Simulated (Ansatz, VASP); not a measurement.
# One calculation of AlN, two programs

```
Al N
1.0
     0.00000   -1.95538   -1.95538
     0.00000    1.95538   -1.95538
     3.91076    0.00000    0.00000
Al N
2 2
Direct
  0.52792 0.47208 0.00000
  0.97208 0.02792 0.50000
  0.48856 0.51144 0.50000
  0.01144 0.98856 0.00000
```

Change from the starting cell: mode 4 frozen in at -0.112 Å, equal normal strain along x, y and z -0.0250.

Alike in both runs: task single point; functional LDA; k mesh 8 × 8 × 6; occupations gaussian, width 0.05 eV; no spin polarisation.

|  | VASP | Ansatz |
| --- | --- | --- |
| version | VASP 6.6.1 | Ansatz 0.2.0 |
| potentials or method | VASP PAW LDA potentials, release 64 (Al, N), cutoff 520 eV | scalar-relativistic, plane waves, PAW |
| valence electrons in the cell | 16 | 16 |

|  | VASP | Ansatz | Ansatz less VASP |
| --- | --- | --- | --- |
| gap on the k mesh at the Fermi level (eV) | 4.91 | 4.91 | +0.003 |
| least direct gap on the mesh (eV) | 4.99 | 5.00 | +0.003 |
| pressure (GPa) | 26.7 | 25.7 | -0.96 |
| traceless stress, the component that is largest in VASP (GPa) | -2.40 | -2.37 | +0.029 |
| rms of the force components (eV/Å) | 0.641 | 0.633 | -0.0086 |

LDA's correlation is that of Perdew and Zunger in VASP and of Perdew and Wang (1992) in Ansatz. Atom by atom the forces differ by 0.013 eV/Å (rms over components).
